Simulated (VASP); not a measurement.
# Si2Ni (Fm-3m) in VASP: further runs

Si2Ni is run at these levels: PBE, PBEsol+U; tasks: elastic constants, single point.

Everything below comes from runs of VASP 6.6.1. Logs are shortened: lines on timing, memory, paths and dates and some standing lists are left out, and cuts for length are marked.

## (1) The cell of the first run

The structure is cubic, space group Fm-3m (No. 225). The conventional cell has a = 5.406 Å, b = 5.406 Å, c = 5.406 Å, α = 90.00°, β = 90.00°, γ = 90.00°. Ni (site symmetry m-3m) has 8 Si at 2.34 Å within 3.1 Å. Si (site symmetry -43m) has 4 Ni at 2.34 Å and 6 Si at 2.70 Å within 3.1 Å.

## (2) Elastic constants, PBE, collinear spin, ferromagnetic start

File INCAR:

```
  ALGO = Normal
  EDIFF = 1E-8
  ENCUT = 600
  GGA = PE
  IBRION = 6
  ISIF = 3
  ISMEAR = -1
  ISPIN = 2
  LASPH = T
  LCHARG = F
  LMAXMIX = 4
  LORBIT = 11
  LREAL = F
  LWAVE = F
  MAGMOM = 1 0 0
  NBANDS = 20
  NELM = 150
  NFREE = 2
  NSW = 1
  POTIM = 0.015
  PREC = Accurate
  SIGMA = 0.05
```

File KPOINTS:

```
k-points
0
Gamma
  7 7 7
```

File POSCAR:

```
Si2Ni
1.0
    0.0000000000      2.7030000000      2.7030000000
    2.7030000000      0.0000000000      2.7030000000
    2.7030000000      2.7030000000      0.0000000000
Ni Si
1 2
Direct
    0.0000000000      0.0000000000      0.0000000000
    0.7500000000      0.7500000000      0.7500000000
    0.2500000000      0.2500000000      0.2500000000
```

Potentials or basis: VASP PAW PBE potentials, release 64 (Ni, Si).

The run is started by

```sh
$ cat potpaw_PBE.64/Ni/POTCAR potpaw_PBE.64/Si/POTCAR > POTCAR
$ mpirun -np 1 vasp_std > vasp.out
```

OUTCAR:

```text
EDIFF = 1E-8
   ENCUT = 600
   GGA = PE
   IBRION = 6
   ISIF = 3
   ISMEAR = -1
   ISPIN = 2
   LASPH = T
   LORBIT = 11
   LREAL = F
   NELM = 150
   NFREE = 2
   NSW = 1
   POTIM = 0.015
   PREC = Accurate

 ion  position               nearest neighbor table
   1  0.000  0.000  0.000-   2 2.34   2 2.34   3 2.34   3 2.34   2 2.34   2 2.34   3 2.34   3 2.34

   2  0.750  0.750  0.750-   1 2.34   1 2.34   1 2.34   1 2.34   3 2.70   3 2.70   3 2.70   3 2.70
                             3 2.70   3 2.70
   3  0.250  0.250  0.250-   1 2.34   1 2.34   1 2.34   1 2.34   2 2.70   2 2.70   2 2.70   2 2.70
                             2 2.70   2 2.70

  LATTYP: Found a face centered cubic cell.
 ALAT       =     5.4060000000

  Lattice vectors:

 A1 = (   0.0000000000,   2.7030000000,   2.7030000000)
 A2 = (   2.7030000000,   0.0000000000,   2.7030000000)
 A3 = (   2.7030000000,   2.7030000000,   0.0000000000)

Analysis of symmetry for initial positions (statically):
=====================================================================
 Subroutine PRICEL returns:
 Original cell was already a primitive cell.

 Routine SETGRP: Setting up the symmetry group for a
 face centered cubic supercell.

 Subroutine GETGRP returns: Found 48 space group operations
 (whereof 48 operations were pure point group operations)
 out of a pool of 48 trial point group operations.

The static configuration has the point symmetry O_h .

Analysis of symmetry for dynamics (positions and initial velocities):
=====================================================================
 Subroutine PRICEL returns:
 Original cell was already a primitive cell.

 Routine SETGRP: Setting up the symmetry group for a
 face centered cubic supercell.

 Subroutine GETGRP returns: Found 48 space group operations
 (whereof 48 operations were pure point group operations)
 out of a pool of 48 trial point group operations.

The dynamic configuration has the point symmetry O_h .

Analysis of structural, dynamic, and magnetic symmetry:
=====================================================================
 Subroutine PRICEL returns:
 Original cell was already a primitive cell.

 Routine SETGRP: Setting up the symmetry group for a
 face centered cubic supercell.

 Subroutine GETGRP returns: Found 48 space group operations
 (whereof 48 operations were pure point group operations)
 out of a pool of 48 trial point group operations.

The overall configuration has the point symmetry O_h .

 Subroutine INISYM returns: Found 48 space group operations
 (whereof 48 operations are pure point group operations),
 and found     1 'primitive' translations

----------------------------------------------------------------------------------------

                                     Primitive cell

  volume of cell :      39.4974

  direct lattice vectors                    reciprocal lattice vectors
     0.000000000  2.703000000  2.703000000    -0.184979652  0.184979652  0.184979652
     2.703000000  0.000000000  2.703000000     0.184979652 -0.184979652  0.184979652
     2.703000000  2.703000000  0.000000000     0.184979652  0.184979652 -0.184979652

  length of vectors
     3.822619259  3.822619259  3.822619259     0.320394156  0.320394156  0.320394156

  position of ions in fractional coordinates (direct lattice)
     0.000000000  0.000000000  0.000000000
     0.750000000  0.750000000  0.750000000
     0.250000000  0.250000000  0.250000000

  ion indices of the primitive-cell ions
   primitive index   ion index
                 1           1
                 2           2
                 3           3

----------------------------------------------------------------------------------------

 KPOINTS: k-points

Automatic generation of k-mesh.
 Grid dimensions read from file:
 generate k-points for:    7    7    7

 Generating k-lattice:

[... 87 lines left out ...]
 finite differences with symmetry
 spin polarized calculation
  energy-cutoff  :      600.00
  volume of cell :       39.50
 maximum number of plane-waves:      1363
   NGX = 15   NGY = 15   NGZ = 15

--------------------------------------- Ionic step        1  -------------------------------------------

 number of electron      18.0000004 magnetization       0.0000096

 number of electron      18.0000004 magnetization      -0.0000048

 Free energy of the ion-electron system (eV)
  ---------------------------------------------------
  ext. energy  EPLUGINS =         0.00000000
  ---------------------------------------------------
  free energy    TOTEN  =       -17.37835743 eV

  energy without entropy =      -17.37144547  energy(sigma->0) =      -17.37490145

------------------------ aborting loop because EDIFF is reached ----------------------------------------

  FORCE on cell =-STRESS in cart. coord.  units (eV):
  Direction    XX          YY          ZZ          XY          YZ          ZX
  --------------------------------------------------------------------------------------
  -------------------------------------------------------------------------------------
  Total        0.7325884      0.7325884      0.7325884      0.0000000      0.0000000     -0.0000000
  in kB       29.7168290     29.7168290     29.7168290      0.0000000      0.0000000     -0.0000000
  external PRESSURE =      29.7168290 kB  Pullay stress =       0.0000000 kB
[... 96 lines left out ...]
  FREE ENERGIE OF THE ION-ELECTRON SYSTEM (eV)
  ---------------------------------------------------
  free  energy   TOTEN  =       -17.3618928528 eV

  energy  without entropy=      -17.3558053651  energy(sigma->0) =      -17.35884911

[... ionic steps 4 to 14 ...]

--------------------------------------- Ionic step       15  -------------------------------------------

 number of electron      18.0000002 magnetization       0.0000001

 number of electron      18.0000002 magnetization      -0.0000001
[... 75 lines left out ...]
 number of electron      18.0000004 magnetization      -0.0000000

 number of electron      18.0000004 magnetization       0.0000000

 Free energy of the ion-electron system (eV)
  ---------------------------------------------------
  ext. energy  EPLUGINS =         0.00000000
  ---------------------------------------------------
  free energy    TOTEN  =       -17.37741923 eV

  energy without entropy =      -17.37051136  energy(sigma->0) =      -17.37396529

 E-fermi :  10.3853     XC(G=0): -11.5865

 val. band max:       10.3449566832   @ k =   0.0000  -0.4286   0.4286
 cond. band min:      10.3985906038   @ k =   0.1429  -0.2857  -0.2857
 fundamental gap:      0.0536339206
 Fermi energy:        10.3853484543

 spin component 1

 k-point     1 :       0.0000    0.0000    0.0000
  band No.  band energies     occupation
      1      -3.3992      1.00000
      2       5.2353      1.00000
      3       5.2441      1.00000
      4       5.2546      1.00000
      5       6.9328      1.00000
      6       6.9333      1.00000
[... 541 lines left out ...]
     19      21.2604      0.00000
     20      24.8436      0.00000

 [... further k-points ...]

 spin component 2

 k-point     1 :       0.0000    0.0000    0.0000
  band No.  band energies     occupation
      1      -3.3992      1.00000
      2       5.2353      1.00000
      3       5.2441      1.00000
      4       5.2546      1.00000
      5       6.9328      1.00000
      6       6.9333      1.00000
[... 541 lines left out ...]
     19      21.2604      0.00000
     20      24.8436      0.00000

 [... further k-points ...]

------------------------ aborting loop because EDIFF is reached ----------------------------------------

  FORCE on cell =-STRESS in cart. coord.  units (eV):
  Direction    XX          YY          ZZ          XY          YZ          ZX
  --------------------------------------------------------------------------------------
  -------------------------------------------------------------------------------------
  Total        0.7363466      0.7343511      0.7343511      0.0000000     -0.1124958      0.0000000
  in kB       29.8692790     29.7883339     29.7883339      0.0000000     -4.5632960      0.0000000
  external PRESSURE =      29.8153156 kB  Pullay stress =       0.0000000 kB
[... 18 lines left out ...]
  FREE ENERGIE OF THE ION-ELECTRON SYSTEM (eV)
  ---------------------------------------------------
  free  energy   TOTEN  =       -17.3774192304 eV

  energy  without entropy=      -17.3705113578  energy(sigma->0) =      -17.37396529

 INTERNAL STRAIN TENSORS FROM STRAINED CELLS
 ============================================

 INTERNAL STRAIN TENSOR FOR ION    1 for displacements in x,y,z  (eV/Angst):
          X           Y           Z          XY          YZ          ZX
  --------------------------------------------------------------------------------
  x     0.00000     0.00000     0.00000     0.00000    -0.00000     0.00000
  y    -0.00000     0.00000     0.00000     0.00000     0.00000    -0.00000
  z    -0.00000     0.00000     0.00000     0.00000     0.00000     0.00000

 INTERNAL STRAIN TENSORS FROM DISPLACED ATOMS
 ============================================

 INTERNAL STRAIN TENSOR FOR ION    1 for displacements in x,y,z  (eV/Angst):
          X           Y           Z          XY          YZ          ZX
  --------------------------------------------------------------------------------
  x     0.00000     0.00000     0.00000     0.00000     0.00000     0.00000
  y     0.00000     0.00000     0.00000     0.00000     0.00000     0.00000
  z     0.00000     0.00000     0.00000     0.00000     0.00000     0.00000

 INTERNAL STRAIN TENSOR FOR ION    3 for displacements in x,y,z  (eV/Angst):
          X           Y           Z          XY          YZ          ZX
  --------------------------------------------------------------------------------
  x     0.00000     0.00000     0.00000     0.00000    -7.49970     0.00000
  y    -0.00000     0.00000    -0.00000     0.00000     0.00000    -7.49970
  z    -0.00000    -0.00000     0.00000    -7.49970     0.00000     0.00000

 Eigenvectors and eigenvalues of the dynamical matrix
 ----------------------------------------------------

   1 f  =   10.027357 THz    63.003742 2PiTHz  334.476627 cm-1    41.469798 meV
             X         Y         Z           dx          dy          dz
      0.000000  0.000000  0.000000     0.000000   -0.000000    0.000000
      4.054500  4.054500  4.054500     0.054744    0.022251    0.704633
      1.351500  1.351500  1.351500    -0.054744   -0.022251   -0.704633
[... 43 lines left out ...]
   9 f/i=    0.000398 THz     0.002498 2PiTHz    0.013263 cm-1     0.001644 meV
             X         Y         Z           dx          dy          dz
      0.000000  0.000000  0.000000    -0.492603   -0.517934    0.003697
      4.054500  4.054500  4.054500    -0.340792   -0.358316    0.002557
      1.351500  1.351500  1.351500    -0.340792   -0.358316    0.002557

--------------------------------------------------------------------------------------------------------

 ELASTIC MODULI CONTR FROM IONIC RELAXATION (kBar)
 Direction    XX          YY          ZZ          XY          YZ          ZX
 --------------------------------------------------------------------------------
 XX          -0.0000      0.0000     -0.0000     -0.0000      0.0000     -0.0000
 YY           0.0000     -0.0000      0.0000     -0.0000      0.0000      0.0000
 ZZ          -0.0000      0.0000     -0.0000      0.0000      0.0000     -0.0000
 XY          -0.0000     -0.0000      0.0000   -394.9247      0.0000     -0.0000
 YZ           0.0000      0.0000      0.0000      0.0000   -394.9247      0.0000
 ZX          -0.0000      0.0000     -0.0000     -0.0000      0.0000   -394.9247
 --------------------------------------------------------------------------------

 TOTAL ELASTIC MODULI (kBar)
 Direction    XX          YY          ZZ          XY          YZ          ZX
 --------------------------------------------------------------------------------
 XX        1920.4340   1469.2321   1469.2321     -0.0000      0.0000     -0.0000
 YY        1469.2321   1920.4340   1469.2321     -0.0000      0.0000      0.0000
 ZZ        1469.2321   1469.2321   1920.4340      0.0000      0.0000     -0.0000
 XY          -0.0000     -0.0000      0.0000    911.9080      0.0000     -0.0000
 YZ           0.0000      0.0000      0.0000      0.0000    911.9080      0.0000
 ZX          -0.0000      0.0000     -0.0000     -0.0000      0.0000    911.9080
 --------------------------------------------------------------------------------

 total charge

# of ion       s       p       d       tot
------------------------------------------
    1        0.558   0.804   8.447   9.809
    2        0.739   0.846   0.000   1.584
    3        0.739   0.846   0.000   1.584
--------------------------------------------------
tot          2.035   2.496   8.447  12.978

 magnetization (x)

# of ion       s       p       d       tot
------------------------------------------
    1        0.000   0.000  -0.000   0.000
    2       -0.000  -0.000   0.000  -0.000
    3       -0.000  -0.000   0.000  -0.000
--------------------------------------------------
tot          0.000  -0.000  -0.000  -0.000
```

Run time: 12 min. Hardware: 1 thread of Intel Xeon 6975P-C (Granite Rapids), shared host; peak memory 0.42 GiB.

Results:

```
Net moment                                            : 0.00 μB per cell
Valence electrons inside the program's atomic spheres : Ni 9.81; Si 1.58
Elastic constants C11, C12, C44                       : 192, 147, 91 GPa
Voigt bulk modulus                                    : 162 GPa
Highest phonon frequency at Γ                         : 334 cm⁻¹
```

Phonon frequencies in cm⁻¹ (negative: imaginary):
```tsv
q point	frequencies
(0.000, 0.000, 0.000)	0 0 0 312 312 312 334 334 334
```

Elastic tensor in Voigt notation (GPa, in the Cartesian axes of the cell as first typed):
```
192 147 147   0   0   0
147 192 147   0   0   0
147 147 192   0   0   0
  0   0   0  91   0   0
  0   0   0   0  91   0
  0   0   0   0   0  91
```

Clamped-ion elastic tensor (GPa):
```
192 147 147   0   0   0
147 192 147   0   0   0
147 147 192   0   0   0
  0   0   0 131   0   0
  0   0   0   0 131   0
  0   0   0   0   0 131
```

Caveat: the cell is under stress, which shifts elastic constants; the moments typed at the start vanished in this run.

## (3) Single point, PBEsol+U, collinear spin, ferromagnetic start

File INCAR:

```
SYSTEM = Si2Ni
PREC = Accurate
ENCUT = 520
EDIFF = 1E-6
ISMEAR = -1
SIGMA = 0.05
LREAL = .False.
LASPH = .True.
NELM = 150
ALGO = Normal
ISIF = 2
LWAVE = .False.
LCHARG = .False.
ISPIN = 2
MAGMOM = 1 0 0
LORBIT = 11
LMAXMIX = 4
LDAU = .True.
LDAUTYPE = 2
LDAUL = 2 -1
LDAUU = 1 0
LDAUJ = 0 0
LDAUPRINT = 1
GGA = PS
NBANDS = 20
```

File KPOINTS:

```
regular mesh
0
Gamma
  9 9 9
  0 0 0
```

POSCAR is that of step 2.

Potentials or basis: VASP PAW PBE potentials, release 64 (Ni, Si).

The run is started by

```sh
$ cat potpaw_PBE.64/Ni/POTCAR potpaw_PBE.64/Si/POTCAR > POTCAR
$ mpirun -np 1 vasp_std > vasp.out
```

Wall time 1.8 min (1 thread of Intel Xeon 8259CL, shared host); peak memory 0.19 GiB.

The run converged. Its results:

```
Free energy                                           : -18.3557 eV
Pressure                                              : -1.6 GPa
Band gap on the k mesh                                : zero (filled and empty bands overlap)
Net moment                                            : 0.00 μB per cell
Valence electrons inside the program's atomic spheres : Ni 9.86; Si 1.58
```

Levels at points of the mesh, in eV from the Fermi level:
Spin up:
```tsv
k point	band 7	band 8	band 9	band 10	band 11	band 12
(0.00, 0.00, 0.00)	-0.26	1.69	1.69	1.69	2.31	2.31
```
Spin down:
| k point | band 6 | band 7 | band 8 | band 9 | band 10 | band 11 | band 12 | band 13 |
| --- | --- | --- | --- | --- | --- | --- | --- | --- |
| (0.00, 0.00, 0.00) | -3.65 | -0.26 | 1.69 | 1.69 | 1.69 | 2.31 | 2.31 | 2.31 |

Eigenvalues of the final occupation matrices:
```
    site  spin  trace               eigenvalues
site 1 d     1   4.27  0.83 0.83 0.83 0.89 0.89
site 1 d     2   4.27  0.83 0.83 0.83 0.89 0.89
```

Caveat: the moments typed at the start vanished in this run; the PAW data sets were made with another functional, which shifts forces and pressure a little; the U is typed as a test and isn't derived for this compound.

The gap in the log of VASP goes by the Fermi energy; the results here count the filled bands.